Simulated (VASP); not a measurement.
# NbTe (P-6m2) in VASP: a series of runs

Runs on NbTe. Level: PBEsol+U. Tasks: single point.

Everything below comes from runs of VASP 6.6.1. Logs are shortened: lines on timing, memory, paths and dates and some standing lists are left out, and cuts for length are marked.

## 1. The cell of the first run

The structure is hexagonal, space group P-6m2 (No. 187). The conventional cell has a = 3.703 Å, b = 3.703 Å, c = 3.694 Å, α = 90.00°, β = 90.00°, γ = 120.00°. Te (site symmetry -6m2) has 6 Nb at 2.83 Å and 2 Te at 3.69 Å within 3.7 Å. Nb (site symmetry -6m2) has 6 Te at 2.83 Å and 2 Nb at 3.69 Å within 3.7 Å.

## 2. Single point, PBEsol+U

Contents of INCAR:

```
SYSTEM = NbTe
  ALGO = Normal
  EDIFF = 1E-6
  ENCUT = 520
  GGA = PS
  ISIF = 2
  ISMEAR = -1
  LASPH = .TRUE.
  LCHARG = .FALSE.
  LDAU = .TRUE.
  LDAUJ = 0 0
  LDAUL = -1 2
  LDAUPRINT = 1
  LDAUTYPE = 2
  LDAUU = 0 3
  LMAXMIX = 4
  LREAL = .FALSE.
  LWAVE = .FALSE.
  NBANDS = 16
  NELM = 150
  PREC = Accurate
  SIGMA = 0.05
```

Contents of KPOINTS:

```
k-points
0
G
  8 8 7
  0 0 0
```

Contents of POSCAR:

```
NbTe
1.0
    3.7029743866      0.0000000000      0.0000000000
   -1.8514871933      3.2068698884      0.0000000000
    0.0000000000      0.0000000000      3.6942110000
Te Nb
1 1
Direct
    0.6666666667      0.3333333333      0.0000000000
    0.0000000000      0.0000000000      0.5000000000
```

Potentials or basis: VASP PAW PBE potentials, release 64 (Te, Nb_sv).

The run is started by

```console
$ cat potpaw_PBE.64/Te/POTCAR potpaw_PBE.64/Nb_sv/POTCAR > POTCAR
$ mpirun -np 1 vasp_std > vasp.out
```

OUTCAR:

```text
SYSTEM = NbTe
   EDIFF = 1E-6
   ENCUT = 520
   GGA = PS
   ISIF = 2
   ISMEAR = -1
   LASPH = .TRUE.
   LREAL = .FALSE.
   NELM = 150
   PREC = Accurate

 ion  position               nearest neighbor table
   1  0.667  0.333  0.000-   2 2.83   2 2.83   2 2.83   2 2.83   2 2.83   2 2.83
   2  0.000  0.000  0.500-   1 2.83   1 2.83   1 2.83   1 2.83   1 2.83   1 2.83

  LATTYP: Found a hexagonal cell.
 ALAT       =     3.7029743866
 C/A-ratio  =     0.9976334196

  Lattice vectors:

 A1 = (   3.7029743866,   0.0000000000,   0.0000000000)
 A2 = (  -1.8514871933,   3.2068698884,   0.0000000000)
 A3 = (   0.0000000000,   0.0000000000,   3.6942110000)

Analysis of symmetry for initial positions (statically):
=====================================================================
 Subroutine PRICEL returns:
 Original cell was already a primitive cell.

 Routine SETGRP: Setting up the symmetry group for a
 hexagonal supercell.

 Subroutine GETGRP returns: Found 12 space group operations
 (whereof 12 operations were pure point group operations)
 out of a pool of 24 trial point group operations.

The static configuration has the point symmetry D_3h.

Analysis of symmetry for dynamics (positions and initial velocities):
=====================================================================
 Subroutine PRICEL returns:
 Original cell was already a primitive cell.

 Routine SETGRP: Setting up the symmetry group for a
 hexagonal supercell.

 Subroutine GETGRP returns: Found 12 space group operations
 (whereof 12 operations were pure point group operations)
 out of a pool of 24 trial point group operations.

The dynamic configuration has the point symmetry D_3h.

 Subroutine INISYM returns: Found 12 space group operations
 (whereof 12 operations are pure point group operations),
 and found     1 'primitive' translations

----------------------------------------------------------------------------------------

                                     Primitive cell

  volume of cell :      43.8686

  direct lattice vectors                    reciprocal lattice vectors
     3.702974387  0.000000000  0.000000000     0.270053178  0.155915275  0.000000000
    -1.851487193  3.206869888  0.000000000     0.000000000  0.311830550  0.000000000
     0.000000000  0.000000000  3.694211000     0.000000000  0.000000000  0.270693796

  length of vectors
     3.702974387  3.702974387  3.694211000     0.311830550  0.311830550  0.270693796

  position of ions in fractional coordinates (direct lattice)
     0.666666667  0.333333333  0.000000000
     0.000000000  0.000000000  0.500000000

  ion indices of the primitive-cell ions
   primitive index   ion index
                 1           1
                 2           2

----------------------------------------------------------------------------------------

 KPOINTS: k-points

Automatic generation of k-mesh.
 Grid dimensions read from file:
 generate k-points for:    8    8    7

 Generating k-lattice:

  Cartesian coordinates                     Fractional coordinates (reciprocal lattice)
     0.033756647  0.019489409  0.000000000     0.125000000  0.000000000  0.000000000
     0.000000000  0.038978819  0.000000000     0.000000000  0.125000000  0.000000000
     0.000000000  0.000000000  0.038670542     0.000000000  0.000000000  0.142857143

  Length of vectors
     0.038978819  0.038978819  0.038670542

  Shift w.r.t. Gamma in fractional coordinates (k-lattice)
     0.000000000  0.000000000  0.000000000

 Subroutine IBZKPT returns following result:
 ===========================================

 Found     40 irreducible k-points:

 Following reciprocal coordinates:
            Coordinates               Weight
  0.000000  0.000000  0.000000      1.000000
  0.125000 -0.000000  0.000000      6.000000
  0.250000 -0.000000  0.000000      6.000000
  0.375000  0.000000  0.000000      6.000000
  0.500000 -0.000000  0.000000      3.000000
  0.125000  0.125000  0.000000      6.000000
[... 16 lines left out ...]
  0.250000 -0.000000  0.285714     12.000000
  0.375000  0.000000  0.285714     12.000000
 [... further k-points ...]
   k-points           NKPTS =     40   k-points in BZ     NKDIM =     40   number of bands    NBANDS=     16
   number of dos      NEDOS =    301   number of ions     NIONS =      2
   total plane-waves  NPLWV =  21952
   dimension x,y,z NGX =    28 NGY =   28 NGZ =   28
   dimension x,y,z NGXF=    56 NGYF=   56 NGZF=   56
   ions per type =               1   1
   NGX,Y,Z   is equivalent  to a cutoff of  12.57, 12.57, 12.60 a.u.
   NGXF,Y,Z  is equivalent  to a cutoff of  25.14, 25.14, 25.20 a.u.
 SYSTEM =  NbTe
   PREC   = accura    normal or accurate (medium, high low for compatibility)
   ISTART =      0    job   : 0-new  1-cont  2-samecut
   ICHARG =      2    charge: 1-file 2-atom 10-const
   ISPIN  =      1    spin polarized calculation?
   LNONCOLLINEAR =      F non collinear calculations
[... 74 lines left out ...]
  o =  0.2530  v =  0.0000  0.0000  0.0000  0.0000  0.0000  0.0000  0.0000 -0.0000  1.0000  0.0000      0.0000  0.0000  0.0000  0.0000  0.0000  0.0000  0.0000  0.0000  0.0000  0.0000
  o =  0.2530  v =  0.0000  0.0000 -0.0000  1.0000  0.0000  0.0000  0.0000  0.0000  0.0000  0.0000      0.0000  0.0000  0.0000  0.0000  0.0000  0.0000  0.0000  0.0000  0.0000  0.0000
  o =  0.2530  v =  0.0000  1.0000 -0.0000 -0.0000 -0.0000  0.0000  0.0000  0.0000  0.0000  0.0000      0.0000  0.0000  0.0000  0.0000  0.0000  0.0000  0.0000  0.0000  0.0000  0.0000
  o =  0.2530  v =  0.0000  0.0000  0.0000  0.0000  0.0000  0.0000  1.0000 -0.0000 -0.0000 -0.0000      0.0000  0.0000  0.0000  0.0000  0.0000  0.0000  0.0000  0.0000  0.0000  0.0000

 number of electron      18.9999998 magnetization

 Free energy of the ion-electron system (eV)
  ---------------------------------------------------
  ext. energy  EPLUGINS =         0.00000000
  ---------------------------------------------------
  free energy    TOTEN  =       -12.08118922 eV

  energy without entropy =      -12.06902851  energy(sigma->0) =      -12.07510886

 E-fermi :  11.1831     XC(G=0): -11.4083

 val. band max:       11.1551496288   @ k =   0.2500  -0.0000   0.0000
 cond. band min:      11.2107150633   @ k =   0.1250  -0.0000   0.2857
 fundamental gap:      0.0555654345
 Fermi energy:        11.1831038748

 k-point     1 :       0.0000    0.0000    0.0000
  band No.  band energies     occupation
      1     -45.0191      2.00000
      2     -21.2123      2.00000
      3     -21.0069      2.00000
      4     -21.0069      2.00000
      5      -3.2949      2.00000
      6       7.9222      2.00000
[... 8 lines left out ...]
     15      16.8629      0.00000
     16      17.9896      0.00000

 k-point     2 :       0.1250   -0.0000    0.0000
  band No.  band energies     occupation
      1     -45.0179      2.00000
      2     -21.2092      2.00000
      3     -21.0261      2.00000
      4     -21.0115      2.00000
      5      -3.1051      2.00000
      6       7.1003      2.00000
[... 8 lines left out ...]
     15      16.7692      0.00000
     16      18.7536      0.00000

 k-point     3 :       0.2500   -0.0000    0.0000
  band No.  band energies     occupation
      1     -45.0148      2.00000
      2     -21.2016      2.00000
      3     -21.0722      2.00000
      4     -21.0224      2.00000
      5      -2.5879      2.00000
      6       5.6523      2.00000
[... 8 lines left out ...]
     15      17.8415      0.00000
     16      19.2996      0.00000

 k-point     4 :       0.3750    0.0000    0.0000
  band No.  band energies     occupation
      1     -45.0118      2.00000
      2     -21.1939      2.00000
      3     -21.1178      2.00000
      4     -21.0334      2.00000
      5      -1.9401      2.00000
      6       4.3189      2.00000
[... 8 lines left out ...]
     15      17.3823      0.00000
     16      19.5935      0.00000
[... 324 lines left out ...]
 k-point    22 :       0.1250   -0.0000    0.2857
  band No.  band energies     occupation
      1     -45.0148      2.00000
      2     -21.2753      2.00000
      3     -21.0193      2.00000
      4     -21.0052      2.00000
      5      -2.4240      2.00000
      6       4.9345      2.00000
[... 8 lines left out ...]
     15      17.5379      0.00000
     16      18.9905      0.00000

 k-point    23 :       0.2500   -0.0000    0.2857
  band No.  band energies     occupation
      1     -45.0118      2.00000
      2     -21.2647      2.00000
      3     -21.0630      2.00000
      4     -21.0152      2.00000
      5      -2.0464      2.00000
      6       5.1971      2.00000
[... 8 lines left out ...]
     15      17.7731      0.00000
     16      19.3681      0.00000

 k-point    24 :       0.3750    0.0000    0.2857
  band No.  band energies     occupation
      1     -45.0088      2.00000
      2     -21.2540      2.00000
      3     -21.1063      2.00000
      4     -21.0252      2.00000
      5      -1.5926      2.00000
      6       4.7334      2.00000
[... 8 lines left out ...]
     15      17.2869      0.00000
     16      19.5327      0.00000

 [... further k-points ...]
[... 5 lines left out ...]
  --------------------------------------------------------------------------------------
  -------------------------------------------------------------------------------------
  Total       -0.8833191     -0.8833191     -0.5317728      0.0000000      0.0000000      0.0000000
  in kB      -32.2607490    -32.2607490    -19.4215087      0.0000000      0.0000000      0.0000000
  external PRESSURE =     -27.9810022 kB  Pullay stress =       0.0000000 kB

 VOLUME and BASIS-vectors are now :
 -----------------------------------------------------------------------------
  energy-cutoff  :      520.00
  volume of cell :       43.87
      direct lattice vectors                 reciprocal lattice vectors
     3.702974387  0.000000000  0.000000000     0.270053178  0.155915275  0.000000000
    -1.851487193  3.206869888  0.000000000     0.000000000  0.311830550  0.000000000
     0.000000000  0.000000000  3.694211000     0.000000000  0.000000000  0.270693796

 POSITION                                       TOTAL-FORCE (eV/Angst)
 -----------------------------------------------------------------------------------
      1.85149      1.06896      0.00000         0.000000      0.000000      0.000000
      0.00000      0.00000      1.84711        -0.000000      0.000000      0.000000
 -----------------------------------------------------------------------------------
    total drift:                               -0.000000      0.000000      0.000000

  FREE ENERGIE OF THE ION-ELECTRON SYSTEM (eV)
  ---------------------------------------------------
  free  energy   TOTEN  =       -12.0811892186 eV

  energy  without entropy=      -12.0690285085  energy(sigma->0) =      -12.07510886
```

It took 14 s on 1 thread of AMD EPYC 9R45 (Zen 5), shared host; peak memory 0.14 GiB.

Results:

```yaml
Free_energy: -12.0812 eV
Pressure: -2.8 GPa
```

Stress tensor (GPa, compression positive):
```
-3.23  0.00  0.00
 0.00 -3.23  0.00
 0.00  0.00 -1.94
```

Levels at points of the mesh, in eV from the Fermi level:
```
           k point  band 6  band 7  band 8  band 9  band 10  band 11  band 12  band 13  band 14  band 15
(0.00, 0.00, 0.00)   -3.26   -3.26   -3.04   -2.58     0.15     0.15     2.34     2.34     2.52     5.68
(0.50, 0.00, 0.00)   -7.45   -3.95   -2.81   -2.70    -0.19     1.28     1.56     2.89     3.50     5.44
```

Eigenvalues of the final occupation matrices:
| site | spin | trace | eigenvalues |
| --- | --- | --- | --- |
| site 2 d | 1 | 1.18 | 0.19 0.24 0.24 0.25 0.25 |
| site 2 d | 2 | 1.18 | 0.19 0.24 0.24 0.25 0.25 |

Caveat: the PAW data sets were made with another functional, which shifts forces and pressure a little; spin-orbit coupling is left out, which moves the levels of the heavy elements; U without spin polarisation on a metal has little footing; the U is typed as a test and isn't derived for this compound.

## 3. Single point, PBEsol+U

Contents of INCAR:

```
SYSTEM = NbTe
PREC     = Accurate       ! precision mode
ENCUT    = 520            ! plane-wave cutoff, eV
EDIFF    = 1E-6           ! SCF threshold, eV
ISMEAR   = -1             ! smearing method
SIGMA    = 0.05           ! smearing width, eV
LREAL    = .False.        ! projectors in reciprocal space
LASPH    = .True.         ! aspherical terms in the spheres
NELM     = 150            ! most SCF steps
ALGO     = Normal         ! electronic algorithm
ISIF     = 2              ! what is computed and relaxed
LWAVE    = .False.        ! write WAVECAR
LCHARG   = .False.        ! write CHGCAR
LMAXMIX  = 4              ! l up to which the mixer works
LDAU     = .True.         ! DFT+U
LDAUTYPE = 2            
LDAUL    = -1 2           ! shell
LDAUU    = 0 5            ! U, eV
LDAUJ    = 0 0          
LDAUPRINT= 1            
GGA      = PS             ! functional
NBANDS   = 16             ! bands
```

Contents of KPOINTS:

```
regular mesh
0
Gamma
  8 8 7
  0 0 0
```

POSCAR is that of step 2.

Potentials or basis: VASP PAW PBE potentials, release 64 (Te, Nb_sv).

The run is started by

```console
$ cat potpaw_PBE.64/Te/POTCAR potpaw_PBE.64/Nb_sv/POTCAR > POTCAR
$ mpirun -np 1 vasp_std > vasp.out
```

Wall time 15 s (1 thread of AMD EPYC 9R45 (Zen 5), shared host); peak memory 0.14 GiB.

Results (log left out):

* Free energy: -10.3241 eV
* Pressure: -1.1 GPa

Stress tensor (GPa, compression positive):
```
-1.79  0.00  0.00
 0.00 -1.79  0.00
 0.00  0.00  0.39
```

Levels at points of the mesh, in eV from the Fermi level:
```csv
k point,band 8,band 9,band 10,band 11,band 12,band 13
"(0.00, 0.00, 0.00)",-3.06,-2.75,0.17,0.17,2.27,2.27
"(0.50, 0.00, 0.00)",-2.96,-2.74,-0.18,1.31,1.62,2.80
```

Eigenvalues of the final occupation matrices:
| site | spin | trace | eigenvalues |
| --- | --- | --- | --- |
| site 2 d | 1 | 1.11 | 0.17 0.23 0.23 0.24 0.24 |
| site 2 d | 2 | 1.11 | 0.17 0.23 0.23 0.24 0.24 |

Caveat: the PAW data sets were made with another functional, which shifts forces and pressure a little; spin-orbit coupling is left out, which moves the levels of the heavy elements; U without spin polarisation on a metal has little footing; the U is typed as a test and isn't derived for this compound.

## 4. Single point, PBEsol+U

Contents of INCAR:

```
SYSTEM = NbTe
PREC = Accurate
ENCUT = 520
EDIFF = 1E-6
ISMEAR = -1
SIGMA = 0.05
LREAL = .False.
LASPH = .True.
NELM = 150
ALGO = Normal
ISIF = 2
LWAVE = .False.
LCHARG = .False.
LMAXMIX = 4
LDAU = .True.
LDAUTYPE = 2
LDAUL = -1 2
LDAUU = 0 6
LDAUJ = 0 0
LDAUPRINT = 1
GGA = PS
NBANDS = 16
```

KPOINTS is that of step 3.

POSCAR is that of step 3.

The run is started by

```console
$ cat potpaw_PBE.64/Te/POTCAR potpaw_PBE.64/Nb_sv/POTCAR > POTCAR
$ mpirun -np 1 vasp_std > vasp.out
```

Wall time 15 s (1 thread of AMD EPYC 9R45 (Zen 5), shared host); peak memory 0.14 GiB.

Results (log left out):

| Property | Result |
| --- | --- |
| Free energy | -9.4756 eV |
| Pressure | -0.2 GPa |

Stress tensor (GPa, compression positive):
```
-1.07  0.00  0.00
 0.00 -1.07  0.00
 0.00  0.00  1.56
```

Levels at points of the mesh, in eV from the Fermi level:
```tsv
k point	band 7	band 8	band 9	band 10	band 11	band 12	band 13	band 14
(0.00, 0.00, 0.00)	-3.38	-3.08	-2.83	0.18	0.18	2.22	2.23	2.23
(0.50, 0.00, 0.00)	-4.08	-3.04	-2.76	-0.17	1.33	1.64	2.75	3.20
```

Eigenvalues of the final occupation matrices:
```csv
site,spin,trace,eigenvalues
site 2 d,1,1.07,0.17 0.22 0.22 0.23 0.23
site 2 d,2,1.07,0.17 0.22 0.22 0.23 0.23
```

Caveat: the PAW data sets were made with another functional, which shifts forces and pressure a little; spin-orbit coupling is left out, which moves the levels of the heavy elements; U without spin polarisation on a metal has little footing; the U is typed as a test and isn't derived for this compound.

## 5. Single point, PBEsol+U

Contents of INCAR:

```
SYSTEM = NbTe
PREC     = Accurate       ! precision mode
ENCUT    = 520            ! plane-wave cutoff, eV
EDIFF    = 1E-6           ! SCF threshold, eV
ISMEAR   = -1             ! smearing method
SIGMA    = 0.05           ! smearing width, eV
LREAL    = .False.        ! projectors in reciprocal space
LASPH    = .True.         ! aspherical terms in the spheres
NELM     = 150            ! most SCF steps
ALGO     = Normal         ! electronic algorithm
ISIF     = 2              ! what is computed and relaxed
LWAVE    = .False.        ! write WAVECAR
LCHARG   = .False.        ! write CHGCAR
LMAXMIX  = 4              ! l up to which the mixer works
LDAU     = .True.         ! DFT+U
LDAUTYPE = 2            
LDAUL    = -1 2           ! shell
LDAUU    = 0 8            ! U, eV
LDAUJ    = 0 0          
LDAUPRINT= 1            
GGA      = PS             ! functional
NBANDS   = 16             ! bands
```

Contents of KPOINTS:

```
Automatic mesh
0
Gamma
  8 8 7
  0 0 0
```

POSCAR is that of step 4.

The run is started by

```console
$ cat potpaw_PBE.64/Te/POTCAR potpaw_PBE.64/Nb_sv/POTCAR > POTCAR
$ mpirun -np 1 vasp_std > vasp.out
```

Wall time 17 s (1 thread of AMD EPYC 9R45 (Zen 5), shared host); peak memory 0.14 GiB.

The run converged. Its results:

- Free energy: -7.8366 eV
- Pressure: 1.5 GPa

Stress tensor (GPa, compression positive):
```
0.36 0.00 0.00
0.00 0.36 0.00
0.00 0.00 3.91
```

Levels at points of the mesh, in eV from the Fermi level:
```
           k point  band 7  band 8  band 9  band 10  band 11  band 12  band 13  band 14
(0.00, 0.00, 0.00)   -3.47   -3.11   -3.01     0.21     0.21     2.01     2.15     2.15
(0.50, 0.00, 0.00)   -4.17   -3.20   -2.81    -0.15     1.37     1.70     2.66     2.99
```

Eigenvalues of the final occupation matrices:
```
    site  spin  trace               eigenvalues
site 2 d     1   1.01  0.15 0.21 0.21 0.22 0.22
site 2 d     2   1.01  0.15 0.21 0.21 0.22 0.22
```

Caveat: the PAW data sets were made with another functional, which shifts forces and pressure a little; spin-orbit coupling is left out, which moves the levels of the heavy elements; U without spin polarisation on a metal has little footing; the U is typed as a test and isn't derived for this compound.

## 6. Overview

```csv
U,gap on the mesh (eV),pressure (GPa)
Nb d U = 3.0 eV,none,-2.8
Nb d U = 5.0 eV,none,-1.1
Nb d U = 6.0 eV,none,-0.2
Nb d U = 8.0 eV,none,1.5
```

Alike in all rows: task single point; level PBEsol+U; potentials or basis VASP PAW PBE potentials, release 64 (Te, Nb_sv); no spin polarisation; cell as given; k mesh 8 × 8 × 7; cutoff (eV) 520; smearing fermi-dirac 0.05 eV.

Every run on the cell as given and a fine mesh finds a metal.

Caveats: the PAW data sets were made with another functional, which shifts forces and pressure a little; spin-orbit coupling is left out, which moves the levels of the heavy elements; U without spin polarisation on a metal has little footing; the U is typed as a test and isn't derived for this compound.

Absolute energies hang on the potentials; compare differences alone.
